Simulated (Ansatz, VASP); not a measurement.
# Lu4ZrO in VASP and in Ansatz

```
Lu Zr O
1.0
     0.00000    4.32018    4.32018
     4.32018    0.00000    4.32018
     4.32018    4.32018    0.00000
Lu Zr O
4 1 1
Direct
  0.87145 0.37618 0.37618
  0.37618 0.37618 0.37618
  0.37618 0.87145 0.37618
  0.37618 0.37618 0.87145
  0.75000 0.75000 0.75000
  0.00000 0.00000 0.00000
```

Change from the starting cell: species swapped into the LaLuAl4 type (F-43m, No. 216).

Alike in both runs: functional PBE; k mesh 4 × 4 × 4; occupations gaussian, width 0.1 eV; no spin polarisation.

Ansatz relaxed the structure, and its values are those at the end. VASP's run is a single point on that final structure, the one shown.

|  | VASP | Ansatz |
| --- | --- | --- |
| version | VASP 6.6.1 | Ansatz 0.2.0 |
| potentials or method | VASP PAW PBE potentials, release 64 (Lu, Zr_sv, O), cutoff 520 eV | scalar-relativistic, plane waves, PAW |
| valence electrons in the cell | 118 | 118 |

Ansatz gave:

| Item | Value |
| --- | --- |
| gap on the k mesh at the Fermi level (eV) | none |
| pressure (GPa) | 0.0 |
| rms of the force components (eV/Å) | 0.002 |

Q: Which values does VASP return?

A: gap on the k mesh at the Fermi level (eV): none; pressure (GPa): 0.2; rms of the force components (eV/Å): 0.005.

A gap of «none» marks a metal or a gap that the smearing closes.

Spin-orbit coupling is off throughout.
